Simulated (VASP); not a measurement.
Input of a VASP 6.6.1 run:

Contents of INCAR:

```
SYSTEM = BiTe
ALGO = Normal
EDIFF = 1E-6
ENCUT = 520
GGA = PE
ISIF = 2
ISMEAR = -1
LASPH = .True.
LCHARG = .False.
LREAL = .False.
LWAVE = .False.
NBANDS = 18
NELM = 100
PREC = Accurate
SIGMA = 0.08
```

The input KPOINTS:

```
k-points
0
Gamma
  10 10 10
  0 0 0
```

Contents of POSCAR:

```
BiTe
1.0
    0.0485250000      3.2350000000      3.2350000000
    3.2350000000      0.0485250000      3.2350000000
    3.2835250000      3.2835250000      0.0000000000
Bi Te
1 1
Direct
    0.0000000000      0.0000000000      0.0000000000
    0.5000000000      0.5000000000      0.5000000000
```

Potentials or basis: VASP PAW PBE potentials, release 64 (Bi_d, Te).

Launch:

```sh
$ cat potpaw_PBE.64/Bi_d/POTCAR potpaw_PBE.64/Te/POTCAR > POTCAR
$ mpirun -np 1 vasp_std > vasp.out
```

Problem. What does it give for the band gap on the k mesh?

Solution. Zero (an odd number of electrons rules out a gap without spin polarisation).

Problem. What does it give for the pressure?

Solution. 0.7 GPa.

Caveat: the cell differs from its parent crystal (xy shear strain of +3 %); spin-orbit coupling is left out, which moves the levels of the heavy elements.
